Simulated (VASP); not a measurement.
# Al (R3m) in VASP: single point with r2SCAN

Aim: the single point of Al with r2SCAN.

Program: VASP 6.6.1. These are calculated values, not measurements. Logs are shortened: lines on timing, memory, paths and dates and some standing lists are left out, and cuts for length are marked.

### 1 The cell of the first run

It takes space group R3m (No. 160, trigonal). Conventional cell: a = 2.822 Å, b = 2.822 Å, c = 55.572 Å, α = 90.00°, β = 90.00°, γ = 120.00°. Within 3.7 Å of Al (site symmetry 3m) lie 12 Al at 2.82 to 2.83 Å. Al (site symmetry 3m) has 12 Al at 2.82 to 2.83 Å within 3.7 Å. Within 3.7 Å of Al (site symmetry 3m) lie 12 Al at 2.82 to 2.83 Å. Within 3.7 Å of Al (site symmetry 3m) lie 12 Al at 2.82 to 2.83 Å. Al (site symmetry 3m) has 10 Al at 2.32 to 2.83 Å within 3.1 Å. Al (site symmetry 3m) has 12 Al at 2.82 to 2.83 Å within 3.7 Å. Al (site symmetry 3m) has 10 Al at 2.32 to 2.83 Å within 3.1 Å. Within 3.7 Å of Al (site symmetry 3m) lie 12 Al at 2.82 to 2.83 Å.

### 2 Single point, r2SCAN (the part above a cut slid along it)

Contents of POSCAR:

```
Al
1.0
   -2.8221979689      0.0000000000      0.0000000000
   -1.4110989845     -2.4440951356      0.0000000000
   -1.4109578746     -0.8146169087     18.5241186883
Al
8
Direct
    0.7708562500      0.7708562500      0.6875000000
    0.9375062500      0.9375062500      0.1875000000
    0.0625270833      0.0625270833      0.8125000000
    0.2291770833      0.2291770833      0.3125000000
    0.6875312500      0.6875312500      0.9375000000
    0.8541812500      0.8541812500      0.4375000000
    0.6458354167      0.6458354167      0.0625000000
    0.4791854167      0.4791854167      0.5625000000
```

Contents of INCAR.step1:

```
PREC = Accurate
ENCUT = 520
ISMEAR = 0
SIGMA = 0.15
LREAL = F
LASPH = T
NELM = 100
NBANDS = 22
GGA = PE
ALGO = Normal
EDIFF = 1E-4
LWAVE = T
LCHARG = F
```

Contents of INCAR.step2:

```
PREC = Accurate
ENCUT = 520
EDIFF = 1E-6
ISMEAR = 0
SIGMA = 0.15
LREAL = F
LASPH = T
NELM = 100
ALGO = Normal
ISIF = 2
LWAVE = F
LCHARG = F
METAGGA = R2SCAN
LMIXTAU = T
NBANDS = 22
ISTART = 1
```

Contents of KPOINTS:

```
regular mesh
0
Gamma
  19 19 3
```

Potentials or basis: VASP PAW PBE potentials, release 64 (Al).

The run is started by

```
$ cat potpaw_PBE.64/Al/POTCAR > POTCAR
$ cp INCAR.step1 INCAR
$ mpirun -np 1 vasp_std > vasp.out
$ cp INCAR.step2 INCAR
$ mpirun -np 1 vasp_std > vasp.out
```

OUTCAR:

```text
PREC = Accurate
   ENCUT = 520
   EDIFF = 1E-6
   ISMEAR = 0
   LREAL = F
   LASPH = T
   NELM = 100
   ISIF = 2
   METAGGA = R2SCAN
   ISTART = 1

 ion  position               nearest neighbor table
   1  0.771  0.771  0.688-   3 2.83   8 2.83   8 2.83   3 2.83   8 2.83   3 2.83
   2  0.938  0.938  0.188-   7 2.83   4 2.83   4 2.83   7 2.83   4 2.83   7 2.83
   3  0.063  0.063  0.812-   5 2.83   1 2.83   1 2.83   5 2.83   1 2.83   5 2.83
   4  0.229  0.229  0.312-   6 2.83   2 2.83   2 2.83   6 2.83   2 2.83   6 2.83
   5  0.688  0.688  0.938-   7 2.32   3 2.83   3 2.83   3 2.83
   6  0.854  0.854  0.438-   4 2.83   8 2.83   8 2.83   4 2.83   8 2.83   4 2.83
   7  0.646  0.646  0.062-   5 2.32   2 2.83   2 2.83   2 2.83
   8  0.479  0.479  0.562-   6 2.83   1 2.83   1 2.83   6 2.83   1 2.83   6 2.83

  LATTYP: Found a trigonal (rhomboedric) cell.
 ALAT       =    18.5956278735
 COS(alpha) =     0.9884834404

  Lattice vectors:

 A1 = (  -1.4109578746,  -0.8146169087,  18.5241186883)
 A2 = (   1.4112400943,  -0.8146169087,  18.5241186883)
 A3 = (   0.0001411099,   1.6294782269,  18.5241186883)

Analysis of symmetry for initial positions (statically):
=====================================================================
 Subroutine PRICEL returns:
 Original cell was already a primitive cell.

 Routine SETGRP: Setting up the symmetry group for a
 trigonal (rhombohedral) supercell.

 Subroutine GETGRP returns: Found  2 space group operations
 (whereof  2 operations were pure point group operations)
 out of a pool of 12 trial point group operations.

The static configuration has the point symmetry C_1h.

Analysis of symmetry for dynamics (positions and initial velocities):
=====================================================================
 Subroutine PRICEL returns:
 Original cell was already a primitive cell.

 Routine SETGRP: Setting up the symmetry group for a
 trigonal (rhombohedral) supercell.

 Subroutine GETGRP returns: Found  2 space group operations
 (whereof  2 operations were pure point group operations)
 out of a pool of 12 trial point group operations.

The dynamic configuration has the point symmetry C_1h.

 Subroutine INISYM returns: Found  2 space group operations
 (whereof  2 operations are pure point group operations),
 and found     1 'primitive' translations

----------------------------------------------------------------------------------------

                                     Primitive cell

  volume of cell :     127.7742

  direct lattice vectors                    reciprocal lattice vectors
    -2.822197969  0.000000000  0.000000000    -0.354333754  0.204574688 -0.017992759
    -1.411098984 -2.444095136  0.000000000     0.000000000 -0.409149376 -0.017992759
    -1.410957875 -0.814616909 18.524118688     0.000000000  0.000000000  0.053983675

  length of vectors
     2.822197969  2.822197969 18.595627874     0.409544810  0.409544810  0.053983675

  position of ions in fractional coordinates (direct lattice)
     0.770856250  0.770856250  0.687500000
     0.937506250  0.937506250  0.187500000
     0.062527083  0.062527083  0.812500000
     0.229177083  0.229177083  0.312500000
     0.687531250  0.687531250  0.937500000
     0.854181250  0.854181250  0.437500000
     0.645835417  0.645835417  0.062500000
     0.479185417  0.479185417  0.562500000

  ion indices of the primitive-cell ions
   primitive index   ion index
                 1           1
                 2           2
                 3           3
                 4           4
                 5           5
                 6           6
                 7           7
                 8           8

----------------------------------------------------------------------------------------

 KPOINTS: regular mesh

Automatic generation of k-mesh.
 Grid dimensions read from file:
 generate k-points for:   19   19    3

 Generating k-lattice:

  Cartesian coordinates                     Fractional coordinates (reciprocal lattice)
    -0.018649145  0.010767089 -0.000946987     0.052631579  0.000000000  0.000000000
     0.000000000 -0.021534178 -0.000946987     0.000000000  0.052631579  0.000000000
     0.000000000  0.000000000  0.017994558     0.000000000  0.000000000  0.333333333

  Length of vectors
     0.021554990  0.021554990  0.017994558

  Shift w.r.t. Gamma in fractional coordinates (k-lattice)
     0.000000000  0.000000000  0.000000000

 -----------------------------------------------------------------------------
|                                                                             |
|           W    W    AA    RRRRR   N    N  II  N    N   GGGG   !!!           |
|           W    W   A  A   R    R  NN   N  II  NN   N  G    G  !!!           |
|           W    W  A    A  R    R  N N  N  II  N N  N  G       !!!           |
|           W WW W  AAAAAA  RRRRR   N  N N  II  N  N N  G  GGG   !            |
|           WW  WW  A    A  R   R   N   NN  II  N   NN  G    G                |
|           W    W  A    A  R    R  N    N  II  N    N   GGGG   !!!           |
|                                                                             |
|     Your reciprocal lattice and k-lattice belong to different lattice       |
|     classes:                                                                |
|                                                                             |
|        The reciprocal lattice is rhombohedral (trigonal),                   |
|        whereas your k-lattice is base-centered monoclinic.                  |
|                                                                             |
|     Results are often still useful ...                                      |
|                                                                             |
 -----------------------------------------------------------------------------

 WARNING: IBZKPT: internal override: KBLOWUP is changed to .FALSE.
      ... skipping the blow-up phase ...

 Subroutine IBZKPT returns following result:
 ===========================================

 Found    290 irreducible k-points:

 Following reciprocal coordinates:
            Coordinates               Weight
  0.000000  0.000000  0.000000      1.000000
  0.052632  0.000000  0.000000      4.000000
  0.105263  0.000000  0.000000      4.000000
  0.157895  0.000000  0.000000      4.000000
  0.210526  0.000000  0.000000      4.000000
  0.263158  0.000000  0.000000      4.000000
[... 16 lines left out ...]
 -0.315789  0.052632 -0.000000      4.000000
 -0.263158  0.052632  0.000000      4.000000
 [... further k-points ...]
   k-points           NKPTS =    290   k-points in BZ     NKDIM =    290   number of bands    NBANDS=     22
   number of dos      NEDOS =    301   number of ions     NIONS =      8
   total plane-waves  NPLWV =  80640
   dimension x,y,z NGX =    24 NGY =   24 NGZ =  140
   dimension x,y,z NGXF=    48 NGYF=   48 NGZF=  280
   ions per type =               8
   NGX,Y,Z   is equivalent  to a cutoff of  14.14, 14.14, 12.52 a.u.
   NGXF,Y,Z  is equivalent  to a cutoff of  28.28, 28.28, 25.03 a.u.
 SYSTEM =  unknown system
   PREC   = accura    normal or accurate (medium, high low for compatibility)
   ISTART =      1    job   : 0-new  1-cont  2-samecut
   ICHARG =      0    charge: 1-file 2-atom 10-const
   ISPIN  =      1    spin polarized calculation?
   LNONCOLLINEAR =      F non collinear calculations
   LSORBIT =      F    spin-orbit coupling
   LASPH  =      T    aspherical Exc in radial PAW
   ENCUT  =  520.0 eV  38.22 Ry    6.18 a.u.   5.25  5.25 34.58*2*pi/ulx,y,z
   NELM   =    100;   NELMIN=  2; NELMDL=  0     # of ELM steps
   EDIFF  = 0.1E-05   stopping-criterion for ELM
   LREAL  =      F    real-space projection
   EDIFFG = 0.1E-04   stopping-criterion for IOM
   NSW    =      0    number of steps for IOM
   IBRION =     -1    ionic relax: 0-MD 1-quasi-New 2-CG
   NFREE  =      0    steps in history (QN), initial steepest desc. (CG)
   ISIF   =      2    stress and relaxation
   ISYM   =      2    0-nonsym 1-usesym 2-fastsym
   POTIM  = 0.5000    time-step for ionic-motion
   TEBEG  =    0.0;   TEEND  =   0.0 temperature during run
   PSTRESS=    0.0 pullay stress
   NELECT =      24.0000    total number of electrons
   NUPDOWN=      -1.0000    fix difference up-down
   EMIN   =  10.00;   EMAX   =-10.00  energy-range for DOS
   EFERMI =   0.00;   METHOD = LEGACY
   ISMEAR =     0;   SIGMA  =   0.15  broadening in eV -4-tet -1-fermi 0-gaus
   EFERMI_NEDOS =   21; number of points for ismear=-14 and -15
   IALGO  =     38    algorithm
   IMIX   =      4    mixing-type and parameters
     AMIX     =   0.40;   BMIX     =  1.00
     AMIX_MAG =   1.60;   BMIX_MAG =  1.00
  volume/ion in A,a.u.               =      15.97       107.78
  Fermi-wavevector in a.u.,A,eV,Ry     =   0.937557  1.771725 11.959692  0.879013
  Thomas-Fermi vector in A             =   2.064680
   LORBIT       =      0    0 simple, 1 ext, 2 COOP (PROOUT), +10 PAW based schemes
   METAGGA = R2SCAN    functional components
   LHFCALC =     F    Hartree Fock is set to
   AEXX    =    0.0000 exact exchange contribution
   IVDW    =     0    specifies the selected vdW correction
   LEPSILON=     F    determine dielectric tensor
   LRPA    =     F    only Hartree local field effects (RPA)
 non-spin polarized calculation
 Gauss-broadening in eV      SIGMA  =   0.15
  energy-cutoff  :      520.00
  volume of cell :      127.77
 maximum number of plane-waves:      3467
 NGX is ok and might be reduce to    24
   NGX = 11   NGY = 11   NGZ = 69

 number of electron      24.0000000 magnetization

 Free energy of the ion-electron system (eV)
  ---------------------------------------------------
  ext. energy  EPLUGINS =         0.00000000
  ---------------------------------------------------
  free energy    TOTEN  =       -53.15822967 eV

  energy without entropy =      -53.12245581  energy(sigma->0) =      -53.14034274

 E-fermi :   8.3254     XC(G=0): -11.0264

 val. band max:        8.3245293701   @ k =   0.4737   0.3684   0.3333
 cond. band min:       8.3262174556   @ k =  -0.1579   0.0526  -0.0000
 fundamental gap:      0.0016880856
 Fermi energy:         8.3254165592

 k-point     1 :       0.0000    0.0000    0.0000
  band No.  band energies     occupation
      1      -3.7248      2.00000
      2      -3.2857      2.00000
      3      -3.2422      2.00000
      4      -1.9114      2.00000
      5      -1.8883      2.00000
      6       0.3408      2.00000
[... 14 lines left out ...]
     21      20.3074      0.00000
     22      20.3700      0.00000

 k-point     2 :       0.0526    0.0000    0.0000
  band No.  band energies     occupation
      1      -3.6518      2.00000
      2      -3.2181      2.00000
      3      -3.1641      2.00000
      4      -1.8615      2.00000
      5      -1.7940      2.00000
      6       0.3660      2.00000
[... 14 lines left out ...]
     21      19.4638      0.00000
     22      19.7222      0.00000

 k-point     3 :       0.1053    0.0000    0.0000
  band No.  band energies     occupation
      1      -3.4328      2.00000
      2      -3.0115      2.00000
      3      -2.9343      2.00000
      4      -1.6760      2.00000
      5      -1.5473      2.00000
      6       0.5317      2.00000
[... 14 lines left out ...]
     21      18.2136      0.00000
     22      18.3528      0.00000
[... 476 lines left out ...]
 k-point    23 :      -0.3158    0.0526   -0.0000
  band No.  band energies     occupation
      1      -0.6199      2.00000
      2      -0.2505      2.00000
      3      -0.0881      2.00000
      4       1.0064      2.00000
      5       1.3167      2.00000
      6       3.1106      2.00000
[... 14 lines left out ...]
     21      14.0234      0.00000
     22      14.3240      0.00000

 k-point    24 :      -0.2632    0.0526    0.0000
  band No.  band energies     occupation
      1      -1.4796      2.00000
      2      -1.0927      2.00000
      3      -0.9594      2.00000
      4       0.1897      2.00000
      5       0.4402      2.00000
      6       2.3305      2.00000
[... 14 lines left out ...]
     21      14.3425      0.00000
     22      14.7696      0.00000

 [... further k-points ...]

------------------------ aborting loop because EDIFF is reached ----------------------------------------

  FORCE on cell =-STRESS in cart. coord.  units (eV):
  Direction    XX          YY          ZZ          XY          YZ          ZX
  --------------------------------------------------------------------------------------
  -------------------------------------------------------------------------------------
  Total        0.1162948      0.0690399      5.1940463      0.0409240     -0.0048265     -0.0083598
  in kB        1.4582356      0.8657000     65.1288279      0.5131509     -0.0605207     -0.1048248
  external PRESSURE =      22.4842545 kB  Pullay stress =       0.0000000 kB

 VOLUME and BASIS-vectors are now :
 -----------------------------------------------------------------------------
  energy-cutoff  :      520.00
  volume of cell :      127.77
      direct lattice vectors                 reciprocal lattice vectors
    -2.822197969  0.000000000  0.000000000    -0.354333754  0.204574688 -0.017992759
    -1.411098984 -2.444095136  0.000000000     0.000000000 -0.409149376 -0.017992759
    -1.410957875 -0.814616909 18.524118688     0.000000000  0.000000000  0.053983675

 POSITION                                       TOTAL-FORCE (eV/Angst)
 -----------------------------------------------------------------------------------
     -4.23330     -2.44410     12.73533         0.000460      0.000265     -0.002589
     -4.23330     -2.44410      3.47327        -0.000449     -0.000259     -0.081935
     -1.41110     -0.81470     15.05085        -0.000710     -0.000410      0.013155
     -1.41110     -0.81470      5.78879         0.000496      0.000287      0.022256
     -4.23330     -2.44410     17.36636        -0.000940     -0.000543     -2.373024
     -4.23330     -2.44410      8.10430        -0.000090     -0.000052      0.018082
     -2.82220     -1.62940      1.15776         0.000861      0.000497      2.421778
     -2.82220     -1.62940     10.41982         0.000373      0.000216     -0.017723
 -----------------------------------------------------------------------------------
    total drift:                               -0.000010     -0.000006     -0.000033

  FREE ENERGIE OF THE ION-ELECTRON SYSTEM (eV)
  ---------------------------------------------------
  free  energy   TOTEN  =       -53.1582296750 eV

  energy  without entropy=      -53.1224558107  energy(sigma->0) =      -53.14034274
```

Wall time 58 min (1 thread of Oxide Virtual Turin-like, shared host); peak memory 0.65 GiB.

Results:

- Free energy: -53.1582 eV
- Pressure: 2.2 GPa
- Largest force: 2.422 eV/Å
- Band gap on the k mesh: zero (bands 12 and 13 overlap by 5.75 eV)

Forces in eV/Å, atoms in the order of the input:
```
Al   0.000  0.000 -0.003
Al   0.000  0.000 -0.082
Al  -0.001  0.000  0.013
Al   0.000  0.000  0.022
Al  -0.001 -0.001 -2.373
Al   0.000  0.000  0.018
Al   0.001  0.000  2.422
Al   0.000  0.000 -0.018
```

Levels at points of the mesh, in eV from the Fermi level:
```tsv
k point	band 9	band 10	band 11	band 12	band 13	band 14	band 15	band 16
(0.00, 0.00, 0.00)	-4.60	-1.03	-0.95	3.52	3.68	8.52	8.90	11.82
```

Caveat: the cell differs from its parent crystal (the part above a cut slid along it); the stress differs along the axes, from 0 to 7 GPa; the PAW data sets were made with another functional, which shifts forces and pressure a little.
